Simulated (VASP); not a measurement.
# Cu (Fm-3m) in VASP: relaxation of cell and atoms with r2SCAN

Aim: the relaxation of cell and atoms of Cu with r2SCAN.

Program: VASP 6.6.1. These are calculated values, not measurements. Logs are shortened: lines on timing, memory, paths and dates and some standing lists are left out, and cuts for length are marked.

## Step 1: The cell of the first run

The structure is cubic, space group Fm-3m (No. 225). The conventional cell has a = 3.610 Å, b = 3.610 Å, c = 3.610 Å, α = 90.00°, β = 90.00°, γ = 90.00°. Cu (site symmetry m-3m) has 12 Cu at 2.55 Å within 3.4 Å.

## Step 2: Relaxation of cell and atoms, r2SCAN

The input, POSCAR:

```
Cu
1.0
    0.0000000000      1.8050000000      1.8050000000
    1.8050000000      0.0000000000      1.8050000000
    1.8050000000      1.8050000000      0.0000000000
Cu
1
Direct
    0.0000000000      0.0000000000      0.0000000000
```

The input, INCAR.step1:

```
ALGO = Normal
EDIFF = 1E-4
ENCUT = 600
GGA = PE
ISMEAR = 0
LASPH = True
LCHARG = False
LREAL = False
LWAVE = True
NELM = 60
PREC = Accurate
SIGMA = 0.1
```

The input, INCAR.step2:

```
ALGO = Normal
EDIFF = 1E-6
EDIFFG = -0.003
ENCUT = 600
IBRION = 2
ISIF = 3
ISMEAR = 0
ISTART = 1
LASPH = True
LCHARG = False
LMIXTAU = True
LREAL = False
LWAVE = False
METAGGA = R2SCAN
NELM = 60
NSW = 80
PREC = Accurate
SIGMA = 0.1
```

The input, KPOINTS:

```
k-points
0
Gamma
  38 38 38
```

Potentials or basis: VASP PAW PBE potentials, release 64 (Cu).

On the command line:

```bash
cat potpaw_PBE.64/Cu/POTCAR > POTCAR
cp INCAR.step1 INCAR
mpirun -np 1 vasp_std > vasp.out
cp INCAR.step2 INCAR
mpirun -np 1 vasp_std > vasp.out
```

OUTCAR:

```text
EDIFF = 1E-6
   EDIFFG = -0.003
   ENCUT = 600
   IBRION = 2
   ISIF = 3
   ISMEAR = 0
   ISTART = 1
   LASPH = True
   LREAL = False
   METAGGA = R2SCAN
   NELM = 60
   NSW = 80
   PREC = Accurate

 ion  position               nearest neighbor table
   1  0.000  0.000  0.000-

  LATTYP: Found a face centered cubic cell.
 ALAT       =     3.6100000000

  Lattice vectors:

 A1 = (   0.0000000000,   1.8050000000,   1.8050000000)
 A2 = (   1.8050000000,   0.0000000000,   1.8050000000)
 A3 = (   1.8050000000,   1.8050000000,   0.0000000000)

Analysis of symmetry for initial positions (statically):
=====================================================================
 Subroutine PRICEL returns:
 Original cell was already a primitive cell.

 Routine SETGRP: Setting up the symmetry group for a
 face centered cubic supercell.

 Subroutine GETGRP returns: Found 48 space group operations
 (whereof 48 operations were pure point group operations)
 out of a pool of 48 trial point group operations.

The static configuration has the point symmetry O_h .

Analysis of symmetry for dynamics (positions and initial velocities):
=====================================================================
 Subroutine PRICEL returns:
 Original cell was already a primitive cell.

 Routine SETGRP: Setting up the symmetry group for a
 face centered cubic supercell.

 Subroutine GETGRP returns: Found 48 space group operations
 (whereof 48 operations were pure point group operations)
 out of a pool of 48 trial point group operations.

The dynamic configuration has the point symmetry O_h .

 Subroutine INISYM returns: Found 48 space group operations
 (whereof 48 operations are pure point group operations),
 and found     1 'primitive' translations

----------------------------------------------------------------------------------------

                                     Primitive cell

  volume of cell :      11.7615

  direct lattice vectors                    reciprocal lattice vectors
     0.000000000  1.805000000  1.805000000    -0.277008310  0.277008310  0.277008310
     1.805000000  0.000000000  1.805000000     0.277008310 -0.277008310  0.277008310
     1.805000000  1.805000000  0.000000000     0.277008310  0.277008310 -0.277008310

  length of vectors
     2.552655480  2.552655480  2.552655480     0.479792467  0.479792467  0.479792467

  position of ions in fractional coordinates (direct lattice)
     0.000000000  0.000000000  0.000000000

  ion indices of the primitive-cell ions
   primitive index   ion index
                 1           1

----------------------------------------------------------------------------------------

 KPOINTS: k-points

Automatic generation of k-mesh.
 Grid dimensions read from file:
 generate k-points for:   38   38   38

 Generating k-lattice:

  Cartesian coordinates                     Fractional coordinates (reciprocal lattice)
    -0.007289692  0.007289692  0.007289692     0.026315789  0.000000000  0.000000000
     0.007289692 -0.007289692  0.007289692     0.000000000  0.026315789  0.000000000
     0.007289692  0.007289692 -0.007289692     0.000000000  0.000000000  0.026315789

  Length of vectors
     0.012626118  0.012626118  0.012626118

  Shift w.r.t. Gamma in fractional coordinates (k-lattice)
     0.000000000  0.000000000  0.000000000

 Subroutine IBZKPT returns following result:
 ===========================================

 Found   1440 irreducible k-points:

 Following reciprocal coordinates:
            Coordinates               Weight
  0.000000  0.000000  0.000000      1.000000
  0.026316  0.000000  0.000000      8.000000
  0.052632  0.000000  0.000000      8.000000
  0.078947  0.000000  0.000000      8.000000
  0.105263  0.000000  0.000000      8.000000
  0.131579  0.000000  0.000000      8.000000
[... 16 lines left out ...]
  0.078947  0.026316  0.000000     24.000000
  0.105263  0.026316  0.000000     24.000000
 [... further k-points ...]
   k-points           NKPTS =   1440   k-points in BZ     NKDIM =   1440   number of bands    NBANDS=      9
   number of dos      NEDOS =    301   number of ions     NIONS =      1
   total plane-waves  NPLWV =   8000
   dimension x,y,z NGX =    20 NGY =   20 NGZ =   20
   dimension x,y,z NGXF=    40 NGYF=   40 NGZF=   40
   ions per type =               1
   NGX,Y,Z   is equivalent  to a cutoff of  13.03, 13.03, 13.03 a.u.
   NGXF,Y,Z  is equivalent  to a cutoff of  26.05, 26.05, 26.05 a.u.
 SYSTEM =  unknown system
   PREC   = accura    normal or accurate (medium, high low for compatibility)
   ISTART =      1    job   : 0-new  1-cont  2-samecut
   ICHARG =      0    charge: 1-file 2-atom 10-const
   ISPIN  =      1    spin polarized calculation?
   LNONCOLLINEAR =      F non collinear calculations
   LSORBIT =      F    spin-orbit coupling
   LASPH  =      T    aspherical Exc in radial PAW
   ENCUT  =  600.0 eV  44.10 Ry    6.64 a.u.   5.10  5.10  5.10*2*pi/ulx,y,z
   NELM   =     60;   NELMIN=  2; NELMDL=  0     # of ELM steps
   EDIFF  = 0.1E-05   stopping-criterion for ELM
   LREAL  =      F    real-space projection
   EDIFFG = -.3E-02   stopping-criterion for IOM
   NSW    =     80    number of steps for IOM
   IBRION =      2    ionic relax: 0-MD 1-quasi-New 2-CG
   NFREE  =      1    steps in history (QN), initial steepest desc. (CG)
   ISIF   =      3    stress and relaxation
   ISYM   =      2    0-nonsym 1-usesym 2-fastsym
   POTIM  = 0.5000    time-step for ionic-motion
   TEBEG  =    0.0;   TEEND  =   0.0 temperature during run
   PSTRESS=    0.0 pullay stress
   NELECT =      11.0000    total number of electrons
   NUPDOWN=      -1.0000    fix difference up-down
   EMIN   =  10.00;   EMAX   =-10.00  energy-range for DOS
   EFERMI =   0.00;   METHOD = LEGACY
   ISMEAR =     0;   SIGMA  =   0.10  broadening in eV -4-tet -1-fermi 0-gaus
   EFERMI_NEDOS =   21; number of points for ismear=-14 and -15
   IALGO  =     38    algorithm
   IMIX   =      4    mixing-type and parameters
     AMIX     =   0.40;   BMIX     =  1.00
     AMIX_MAG =   1.60;   BMIX_MAG =  1.00
  volume/ion in A,a.u.               =      11.76        79.37
  Fermi-wavevector in a.u.,A,eV,Ry     =   1.600977  3.025409 34.873480  2.563128
  Thomas-Fermi vector in A             =   2.698028
   LORBIT       =      0    0 simple, 1 ext, 2 COOP (PROOUT), +10 PAW based schemes
   METAGGA = R2SCAN    functional components
   LHFCALC =     F    Hartree Fock is set to
   AEXX    =    0.0000 exact exchange contribution
   IVDW    =     0    specifies the selected vdW correction
   LEPSILON=     F    determine dielectric tensor
   LRPA    =     F    only Hartree local field effects (RPA)
 conjugate gradient relaxation of ions
 non-spin polarized calculation
 Gauss-broadening in eV      SIGMA  =   0.10
  energy-cutoff  :      600.00
  volume of cell :       11.76
 maximum number of plane-waves:       401
   NGX = 11   NGY = 11   NGZ = 11

--------------------------------------- Ionic step        1  -------------------------------------------

 number of electron      11.0000003 magnetization

 Free energy of the ion-electron system (eV)
  ---------------------------------------------------
  ext. energy  EPLUGINS =         0.00000000
  ---------------------------------------------------
  free energy    TOTEN  =       -10.82445058 eV

  energy without entropy =      -10.82297704  energy(sigma->0) =      -10.82371381

------------------------ aborting loop because EDIFF is reached ----------------------------------------

  FORCE on cell =-STRESS in cart. coord.  units (eV):
  Direction    XX          YY          ZZ          XY          YZ          ZX
  --------------------------------------------------------------------------------------
  -------------------------------------------------------------------------------------
  Total       -0.2716150     -0.2716150     -0.2716150      0.0000000      0.0000000     -0.0000000
  in kB      -37.0000807    -37.0000807    -37.0000807      0.0000000      0.0000000     -0.0000000
  external PRESSURE =     -37.0000807 kB  Pullay stress =       0.0000000 kB
[... 90 lines left out ...]
  energy  without entropy=      -10.8262560810  energy(sigma->0) =      -10.82695380

--------------------------------------- Ionic step        4  -------------------------------------------

 number of electron      11.0000011 magnetization

 Free energy of the ion-electron system (eV)
  ---------------------------------------------------
  ext. energy  EPLUGINS =         0.00000000
  ---------------------------------------------------
  free energy    TOTEN  =       -10.82765169 eV

  energy without entropy =      -10.82625777  energy(sigma->0) =      -10.82695473

 E-fermi :   7.7781     XC(G=0): -13.9369

 val. band max:        7.7777250028   @ k =  -0.3684   0.1579   0.0000
 cond. band min:       7.7921400267   @ k =   0.4737   0.3947   0.0789
 fundamental gap:      0.0144150238
 Fermi energy:         7.7780802492

 k-point     1 :       0.0000    0.0000    0.0000
  band No.  band energies     occupation
      1      -2.1435      2.00000
      2       4.5221      2.00000
      3       4.5222      2.00000
      4       4.5222      2.00000
      5       5.3749      2.00000
      6       5.3749      2.00000
      7      31.3684      0.00000
      8      34.6290      0.00000
      9      34.6290      0.00000
[... 265 lines left out ...]
 k-point    24 :       0.1053    0.0263    0.0000
  band No.  band energies     occupation
      1      -1.7621      2.00000
      2       4.4369      2.00000
      3       4.5912      2.00000
      4       4.5952      2.00000
      5       5.3230      2.00000
      6       5.3770      2.00000
      7      29.1309      0.00000
      8      32.1683      0.00000
      9      32.9126      0.00000

 [... further k-points ...]
[... 5 lines left out ...]
  --------------------------------------------------------------------------------------
  -------------------------------------------------------------------------------------
  Total        0.0006624      0.0006624      0.0006624      0.0000000     -0.0000000     -0.0000000
  in kB        0.0924399      0.0924399      0.0924399      0.0000000     -0.0000000     -0.0000000
  external PRESSURE =       0.0924399 kB  Pullay stress =       0.0000000 kB
[... 16 lines left out ...]
  FREE ENERGIE OF THE ION-ELECTRON SYSTEM (eV)
  ---------------------------------------------------
  free  energy   TOTEN  =       -10.8276516944 eV

  energy  without entropy=      -10.8262577750  energy(sigma->0) =      -10.82695473

 reached required accuracy - stopping structural energy minimisation
```

Run time: 37 min. Hardware: 1 thread of Oxide Virtual Turin-like, shared host; peak memory 0.29 GiB.

Results:

* Free energy: -10.8277 eV
* Relaxed volume: 11.48 Å³/atom
* Relaxed cell: a = 2.532 Å, b = 2.532 Å, c = 2.532 Å, α = 60.00°, β = 60.00°, γ = 60.00°
* Space group after relaxing (to 0.1 Å): Fm-3m (No. 225)
* Energy gained by relaxing: 3.2 meV/atom
* Ionic steps: 4
* Pressure after relaxing: 0.0 GPa
* Band gap on the k mesh: zero (an odd number of electrons rules out a gap without spin polarisation)

Step by step:
| step | energy change (eV) | largest force (eV/Å) | pressure (GPa) | volume (Å³) |
| --- | --- | --- | --- | --- |
| 1 | 0.0000 | 0.0000 | -3.70 | 11.76 |
| 2 | -0.0018 | 0.0000 | 2.59 | 11.31 |
| 3 | -0.0032 | 0.0000 | -0.08 | 11.49 |
| 4 | -0.0032 | 0.0000 | 0.01 | 11.48 |

Final structure:
```
Cu
1.0
     0.00000    1.79049    1.79049
     1.79049    0.00000    1.79049
     1.79049    1.79049    0.00000
Cu
1
Cartesian
  0.0000 0.0000 0.0000
```

Caveat: the PAW data sets were made with another functional, which shifts forces and pressure a little.
